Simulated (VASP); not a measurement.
B8N7 (a cell with a defect), 15 atoms in the cell. The cell holds a defect, 15 atoms: a = 4.877 Å, b = 4.877 Å, c = 5.045 Å, α = 104.99°, β = 104.99°, γ = 117.71°.  This cell differs from its parent crystal: atoms taken out, atom 10 moved 0.500 of the way to it and -0.350 Å across, host rigid.

- Program: VASP 6.6.1
- Task: single point
- Functional: LDA
- Potentials or basis: VASP PAW LDA potentials, release 64 (B, N)
- Cutoff: 520 eV
- k mesh: 6 × 6 × 6
- Occupations: gaussian, width 0.05 eV
- Spin: no spin polarisation
- Dipole correction: no
- Charge: 3
- Further INCAR settings: LREAL = Auto; ALGO = Normal; EDIFF = 1e-07; NBANDS = 42; NELECT = 56.0

Potentials or basis: VASP PAW LDA potentials, release 64 (B, N).

Run with:

```console
$ cat potpaw_LDA.64/B/POTCAR potpaw_LDA.64/N/POTCAR > POTCAR
$ mpirun -np 1 vasp_std > vasp.out
```

Hardware: 1 thread of Intel Xeon 8259CL (shared host).

Question: Estimate the wall time of this run.

Answer: Wall time 13 min on 1 thread of Intel Xeon 8259CL, on a shared host, peak memory 0.29 GiB. Counts: scf iterations 15, k points 68.
